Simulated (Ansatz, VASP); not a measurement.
**Two plane-wave programs on In3Se**

```
In Se
1.0
     4.80376    0.00000    0.00000
     0.00000    4.80376    0.00000
     0.00000    0.00000    4.80376
In Se
3 1
Direct
  0.00000 0.50000 0.50000
  0.50000 0.00000 0.50000
  0.50000 0.50000 0.00000
  0.00000 0.00000 0.00000
```

Alike in both runs: task single point; functional PBEsol; k mesh 10 × 10 × 10; occupations gaussian, width 0.3 eV; no spin polarisation.

|  | VASP | Ansatz |
| --- | --- | --- |
| version | VASP 6.6.1 | Ansatz 0.2.0 |
| potentials or method | VASP PAW PBE potentials, release 64 (In_d, Se), cutoff 520 eV | scalar-relativistic, plane waves, PAW |
| valence electrons in the cell | 45 | 55 |

|  | VASP | Ansatz | Ansatz less VASP |
| --- | --- | --- | --- |
| gap on the k mesh at the Fermi level (eV) | none | none | - |
| pressure (GPa) | -3.0 | -3.0 | +0.02 |

VASP's potentials were made for PBE, not for PBEsol. A gap of «none» marks a metal or a gap that the smearing closes. VASP's potentials hold 45 valence electrons a cell and Ansatz's 55, so a difference there can come from the potentials and not from the codes.
